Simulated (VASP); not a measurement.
A run of VASP 6.6.1:

Contents of INCAR:

```
SYSTEM = BeS
PREC     = Accurate       ! precision mode
ENCUT    = 600            ! plane-wave cutoff, eV
EDIFF    = 1E-7           ! SCF threshold, eV
ISMEAR   = 0              ! smearing method
SIGMA    = 0.02           ! smearing width, eV
LREAL    = .FALSE.        ! projectors in reciprocal space
LASPH    = .TRUE.         ! aspherical terms in the spheres
NELM     = 120            ! most SCF steps
ALGO     = Normal         ! electronic algorithm
ISIF     = 3              ! what is computed and relaxed
LWAVE    = .FALSE.        ! write WAVECAR
LCHARG   = .FALSE.        ! write CHGCAR
GGA      = CA             ! functional
IBRION   = 2              ! ionic algorithm
NSW      = 100            ! ionic steps
EDIFFG   = -0.002         ! ionic threshold
GGA_COMPAT= .FALSE.      
NELMIN   = 4
```

File KPOINTS:

```
Automatic mesh
0
G
  8 8 8
  0 0 0
```

POSCAR

```
BeS
1.0
    0.0000000000      2.4350000000      2.4350000000
    2.4350000000      0.0000000000      2.4350000000
    2.4350000000      2.4350000000      0.0000000000
Be S
1 1
Direct
    0.0000000000      0.0000000000      0.0000000000
    0.2500000000      0.2500000000      0.2500000000
```

Potentials or basis: VASP PAW LDA potentials, release 64 (Be, S).

Command:

```sh
$ cat potpaw_LDA.64/Be/POTCAR potpaw_LDA.64/S/POTCAR > POTCAR
$ mpirun -np 1 vasp_std > vasp.out
```

Hardware: 1 thread of Intel(R) Xeon(R) Platinum 8488C (Sapphire Rapids), on a shared host.

Q: Estimate the wall time of this run.

A: It took 12 s on 1 thread of Intel(R) Xeon(R) Platinum 8488C (Sapphire Rapids) (shared host), peak memory 0.13 GiB. Counts: scf iterations 27, k points 29, ion steps 3.
